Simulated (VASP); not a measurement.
Here is a VASP 6.6.1 calculation.

Contents of INCAR:

```
ALGO     = Normal         # electronic algorithm
DIPOL    = 0.5 0.5 0.295
EDIFF    = 1E-6           # SCF threshold, eV
ENCUT    = 520            # plane-wave cutoff, eV
GGA      = PE             # functional
IDIPOL   = 3            
ISIF     = 2              # what is computed and relaxed
ISMEAR   = 0              # smearing method
LASPH    = True           # aspherical terms in the spheres
LCHARG   = True           # write CHGCAR
LDIPOL   = True         
LELF     = True           # ELF
LREAL    = False          # projectors in reciprocal space
LVACPOTAV= True         
LVHAR    = True         
LWAVE    = False          # write WAVECAR
NBANDS   = 74             # bands
NELM     = 60             # most SCF steps
PREC     = Accurate       # precision mode
SIGMA    = 0.1            # smearing width, eV
```

KPOINTS

```
k-points
0
Gamma
  5 5 1
```

Contents of POSCAR:

```
HPt6
1.0
    5.6143281343      0.0000000000      0.0000000000
    0.0000000000      5.6143281343      0.0000000000
    0.0000000000      0.0000000000     21.8513792319
Pt H
12 2
Direct
    0.2500000000      0.2500000000      0.1830548066
    0.2500000000      0.7500000000      0.1830548066
    0.7500000000      0.2500000000      0.1830548066
    0.7500000000      0.7500000000      0.1830548066
    0.0000000000      0.0000000000      0.2712126041
    0.0000000000      0.5000000000      0.2712126041
    0.5000000000      0.0000000000      0.2712126041
    0.5000000000      0.5000000000      0.2712126041
    0.2500000000      0.2500000000      0.3593081768
    0.2500000000      0.7500000000      0.3593081768
    0.7500000000      0.2500000000      0.3593081768
    0.7500000000      0.7500000000      0.3593081768
   -0.0667933885      0.0000000000      0.4384793806
    0.0667933885      0.0000000000      0.4384793806
```

Potentials or basis: VASP PAW PBE potentials, release 64 (Pt, H).

The run is started by

```bash
$ cat potpaw_PBE.64/Pt/POTCAR potpaw_PBE.64/H/POTCAR > POTCAR
$ mpirun -np 1 vasp_std > vasp.out
```

Problem. Estimate the band gap on the k mesh.

Solution. Zero (bands 61 and 62 overlap by 0.15 eV).

Problem. Predict the largest force.

Solution. 1.263 eV/Å.

Forces in eV/Å, atoms in the order of the input:
```
Pt   0.015  0.022  0.011
Pt   0.015 -0.022  0.011
Pt  -0.015  0.022  0.011
Pt  -0.015 -0.022  0.011
Pt   0.000  0.000 -0.110
Pt   0.000  0.000 -0.018
Pt   0.000  0.000 -0.035
Pt   0.000  0.000 -0.245
Pt   0.108  0.107 -0.032
Pt   0.108 -0.107 -0.032
Pt  -0.108  0.107 -0.032
Pt  -0.108 -0.107 -0.032
H   -1.239  0.000  0.245
H    1.239  0.000  0.245
```

Caveat: spin-orbit coupling is left out, which moves the levels of the heavy elements.
